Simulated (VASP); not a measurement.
Set up this calculation in VASP 6.6.1, as the native input.

* Task: single point
* Functional: HF
* Potentials or basis: VASP PAW PBE potentials, release 64 (Ca_sv, O)
* Cutoff: 520 eV
* k mesh: 6 × 6 × 6
* Occupations: gaussian, width 0.01 eV
* Spin: no spin polarisation
* Dipole correction: no
* Grid for exact exchange (PRECFOCK): Normal
* Further INCAR settings: ALGO = Normal; EDIFF = 1e-06; NBANDS = 15
* Share of exact exchange: 1

Crystal: CaO.

```
Ca O
1.0
     0.00000    2.39755    2.39755
     2.39755    0.00000    2.39755
     2.39755    2.39755    0.00000
Ca O
1 1
Direct
  0.00000 0.00000 0.00000
  0.50000 0.50000 0.50000
```

These files were run (other wordings do the same):

POSCAR

```
CaO
1.0
    0.0000000000      2.3975473881      2.3975473881
    2.3975473881      0.0000000000      2.3975473881
    2.3975473881      2.3975473881      0.0000000000
Ca O
1 1
Direct
    0.0000000000      0.0000000000      0.0000000000
    0.5000000000      0.5000000000      0.5000000000
```

INCAR.step1

```
SYSTEM = CaO
PREC     = Accurate       ! precision mode
ENCUT    = 520            ! plane-wave cutoff, eV
EDIFF    = 1E-5           ! SCF threshold, eV
ISMEAR   = 0              ! smearing method
SIGMA    = 0.01           ! smearing width, eV
LREAL    = .False.        ! projectors in reciprocal space
LASPH    = .True.         ! aspherical terms in the spheres
NELM     = 100            ! most SCF steps
ALGO     = Normal         ! electronic algorithm
ISIF     = 2              ! what is computed and relaxed
LWAVE    = .True.         ! write WAVECAR
LCHARG   = .False.        ! write CHGCAR
NBANDS   = 15             ! bands
GGA      = PE             ! functional
```

INCAR.step2

```
SYSTEM = CaO
PREC     = Accurate       ! precision mode
ENCUT    = 520            ! plane-wave cutoff, eV
EDIFF    = 1E-6           ! SCF threshold, eV
ISMEAR   = 0              ! smearing method
SIGMA    = 0.01           ! smearing width, eV
LREAL    = .False.        ! projectors in reciprocal space
LASPH    = .True.         ! aspherical terms in the spheres
NELM     = 100            ! most SCF steps
ALGO     = Normal         ! electronic algorithm
ISIF     = 2              ! what is computed and relaxed
LWAVE    = .False.        ! write WAVECAR
LCHARG   = .False.        ! write CHGCAR
GGA      = PE             ! functional
LHFCALC  = .True.         ! exact exchange
AEXX     = 1.0            ! exact-exchange fraction
ALDAC    = 0.0          
AGGAC    = 0.0          
PRECFOCK = Normal       
NBANDS   = 15             ! bands
ISTART   = 1
```

KPOINTS

```
Automatic mesh
0
Gamma
  6 6 6
  0 0 0
```

Potentials or basis: VASP PAW PBE potentials, release 64 (Ca_sv, O).

The run is started by

```bash
$ cat potpaw_PBE.64/Ca_sv/POTCAR potpaw_PBE.64/O/POTCAR > POTCAR
$ cp INCAR.step1 INCAR
$ mpirun -np 1 vasp_std > vasp.out
$ cp INCAR.step2 INCAR
$ mpirun -np 1 vasp_std > vasp.out
```

It gave:

* Pressure: 5.9 GPa
* Band gap on the k mesh: 14.00 eV (least direct gap 14.52 eV)

Caveat: the cell stands under pressure; the PAW data sets were made with another functional, which shifts forces and pressure a little.

It took 40 min on 1 thread of AMD EPYC 7R13 Processor (Zen 3), with other jobs on the host, peak memory 0.15 GiB.
